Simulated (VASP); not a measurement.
SnTe:

```xyz
2
Lattice="0.0000 3.1894 3.1894 3.1894 0.0000 3.1894 3.1894 3.1894 0.0000" Properties=species:S:1:pos:R:3 pbc="T T T"
Sn    0.0000    0.0000    0.0000
Te    3.1894    3.1894    3.1894
```

Base run:

* Program: VASP 6.6.1
* Functional: r2SCAN
* Potentials or basis: VASP PAW PBE potentials, release 64 (Sn_d, Te)
* Cutoff: 520 eV
* k mesh: 8 × 8 × 8
* Occupations: fermi-dirac, width 0.02 eV
* Spin: no spin polarisation

Its results: band gap on the k mesh 0.14 eV; pressure -0.1 GPa.

Question: The run is repeated on the same cell with these changes: functional from r2SCAN to PBE; further incar settings from ALGO = Normal; EDIFF = 1e-06; NBANDS = 17 to ALGO = Normal; EDIFF = 1e-07; NBANDS = 17. What comes out?

Answer: Band gap on the k mesh 0.01 eV; pressure 0.6 GPa.

Caveats: semilocal functionals underestimate gaps, and a narrow one can read as zero; spin-orbit coupling is left out, which moves the levels of the heavy elements; the PAW data sets were made with another functional, which shifts forces and pressure a little (at least some runs).

A k mesh can miss the band edges.
